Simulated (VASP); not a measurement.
Here is a VASP 6.6.1 calculation.

The input INCAR:

```
PREC = Accurate
ENCUT = 700
EDIFF = 1E-6
ISMEAR = 0
SIGMA = 0.05
LREAL = False
LASPH = True
NELM = 120
ALGO = Normal
ISIF = 2
LWAVE = False
LCHARG = False
GGA = PS
NBANDS = 25
GGA_COMPAT = False
```

Contents of KPOINTS:

```
Automatic mesh
0
Gamma
  9 9 6
```

Contents of POSCAR:

```
CdH2O2
1.0
    3.4100601858      0.0000000000      0.0000000000
   -1.7050300929      2.9531987493      0.0000000000
    0.0000000000      0.0000000000      4.5036899113
Cd H O
1 2 2
Direct
    0.0000000000      0.0000000000      0.0000000000
    0.6666666667      0.3333333333      0.5509607200
    0.3333333333      0.6666666667      0.4490392800
    0.6666666667      0.3333333333      0.7593720000
    0.3333333333      0.6666666667      0.2406280000
```

Potentials or basis: VASP PAW PBE potentials, release 64 (Cd_sv_GW, H, O).

The run is started by

```bash
$ cat potpaw_PBE.64/Cd_sv_GW/POTCAR potpaw_PBE.64/H/POTCAR potpaw_PBE.64/O/POTCAR > POTCAR
$ mpirun -np 1 vasp_std > vasp.out
```

**Question.** Predict the band gap on the k mesh.

**Answer.** 1.87 eV (least direct gap 2.22 eV).

**Question.** What does it give for the pressure?

**Answer.** 12.1 GPa.

**Question.** Estimate the largest force.

**Answer.** 2.223 eV/Å.

Forces in eV/Å, atoms in the order of the input:
```
Cd   0.000  0.000  0.000
H    0.000  0.000 -2.223
H    0.000  0.000  2.223
O    0.000  0.000  1.704
O    0.000  0.000 -1.704
```

Caveat: the cell differs from its parent crystal (strain -0.030 along x and y, -0.030 along z); the stress differs along the axes, from 8 to 20 GPa; the PAW data sets were made with another functional, which shifts forces and pressure a little. A k mesh can miss the band edges.
